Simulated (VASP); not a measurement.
Bi, 1 atom in the cell. It takes space group Im-3m (No. 229, cubic). Conventional cell: a = 4.088 Å, b = 4.088 Å, c = 4.088 Å, α = 90.00°, β = 90.00°, γ = 90.00°. Within 4.7 Å of Bi (site symmetry m-3m) lie 14 Bi at 3.54 to 4.09 Å. This isn't the form of Bi at room conditions, which is rhombohedral.

```yaml
Program: VASP 6.6.1
Task: single point
Functional: r2SCAN
Potentials_or_basis: VASP PAW PBE potentials, release 64 (Bi_d)
Cutoff: 520 eV
k_mesh: 16 × 16 × 16
Occupations: gaussian, width 0.1 eV
Spin: no spin polarisation
Dipole_correction: no
Further_INCAR_settings: ALGO = Normal; EDIFF = 1e-07; NBANDS = 14
```

Potentials or basis: VASP PAW PBE potentials, release 64 (Bi_d).

Run with:

```console
$ cat potpaw_PBE.64/Bi_d/POTCAR > POTCAR
$ cp INCAR.step1 INCAR
$ mpirun -np 1 vasp_std > vasp.out
$ cp INCAR.step2 INCAR
$ mpirun -np 1 vasp_std > vasp.out
```

Hardware: 1 thread of Intel(R) Xeon(R) 6975P-C (Granite Rapids), on a shared host.

Problem. How long does it take, and how much memory?

Solution. Wall time 2.3 min on 1 thread of Intel(R) Xeon(R) 6975P-C (Granite Rapids), on a shared host, peak memory 0.2 GiB. Counts: k points 145.
